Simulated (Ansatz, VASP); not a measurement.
# Cd5HgS6: VASP beside Ansatz

```
CELL_PARAMETERS angstrom
0.00030 -4.09420 -0.00098
-7.13034 0.00061 0.00134
0.49831 -0.00140 -9.59165
ATOMIC_POSITIONS crystal
Cd 0.59645 0.99982 0.50036
Cd 0.70747 0.71471 0.83649
Cd 0.20687 0.21611 0.83154
Cd 0.20763 0.78391 0.16850
Cd 0.71078 0.28422 0.16351
Hg 0.20065 0.50019 0.49981
S 0.48859 0.00014 0.99996
S 0.00407 0.50029 0.99984
S 0.71361 0.74108 0.32642
S 0.22603 0.23707 0.33138
S 0.22465 0.76306 0.66853
S 0.71322 0.25940 0.67366
```

Change from the starting cell: cell x1, atoms moved at random (sigma 0.15 Å) and cell strained at random (1.5 %), then relaxed without symmetry.

Alike in both runs: functional PBE; k mesh 4 × 2 × 2; occupations gaussian, width 0.1 eV; no spin polarisation.

Ansatz relaxed the structure, and its values are those at the end. VASP's run is a single point on that final structure, the one shown.

```csv
,VASP,Ansatz
version,VASP 6.6.1,Ansatz 0.2.0
potentials or method,"VASP PAW PBE potentials, release 64 (Cd, Hg, S), cutoff 520 eV","scalar-relativistic, plane waves, PAW"
valence electrons in the cell,108,156
```

VASP gave:

```
gap on the k mesh at the Fermi level (eV) : 0.73
least direct gap on the mesh (eV)         : 0.97
pressure (GPa)                            : 0.4
rms of the force components (eV/Å)        : 0.017
```

Q: What did Ansatz give for the same quantities?

A: gap on the k mesh at the Fermi level (eV): 0.72; least direct gap on the mesh (eV): 0.97; pressure (GPa): 0.0; rms of the force components (eV/Å): 0.006.

The functional is the same, so the differences come from potentials, cutoffs and numerics. VASP's potentials hold 108 valence electrons a cell and Ansatz's 156, so a difference there can come from the potentials and not from the codes.

The k mesh is coarse, so the values compare programs but aren't converged. Spin-orbit coupling is off throughout.
